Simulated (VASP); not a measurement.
Set up this calculation in VASP 6.6.1, as the native input.

| Property | Result |
| --- | --- |
| Task | single point |
| Functional | LDA |
| Potentials or basis | VASP PAW LDA potentials, release 64 (Li_sv, H) |
| Cutoff | 750 eV |
| k mesh | 10 × 10 × 10 |
| Occupations | gaussian, width 0.02 eV |
| Spin | no spin polarisation |
| Dipole correction | no |
| Further INCAR settings | ALGO = Normal; EDIFF = 1e-06; NBANDS = 9 |

The structure of LiH lies in POSCAR:

```
LiH
1.0
    0.0000000000      1.9739000000      1.9739000000
    1.9739000000      0.0000000000      1.9739000000
    1.9739000000      1.9739000000      0.0000000000
Li H
1 1
Direct
    0.0000000000      0.0000000000      0.0000000000
    0.5000000000      0.5000000000      0.5000000000
```

The input as run:

INCAR

```
SYSTEM = LiH
ALGO = Normal
EDIFF = 1E-6
ENCUT = 750
GGA = CA
GGA_COMPAT = .FALSE.
ISIF = 2
ISMEAR = 0
LASPH = .TRUE.
LCHARG = .FALSE.
LREAL = .FALSE.
LWAVE = .FALSE.
NBANDS = 9
NELM = 120
PREC = Accurate
SIGMA = 0.02
```

KPOINTS

```
k-points
0
G
  10 10 10
  0 0 0
```

Potentials or basis: VASP PAW LDA potentials, release 64 (Li_sv, H).

The run is started by

```bash
$ cat potpaw_LDA.64/Li_sv/POTCAR potpaw_LDA.64/H/POTCAR > POTCAR
$ mpirun -np 1 vasp_std > vasp.out
```

It gave:

The pressure is -1.3 GPa. The band gap on the k mesh is 2.57 eV.

Run time: 16 s on 1 thread of Intel Xeon 8259CL, on a shared host, peak memory 0.13 GiB.
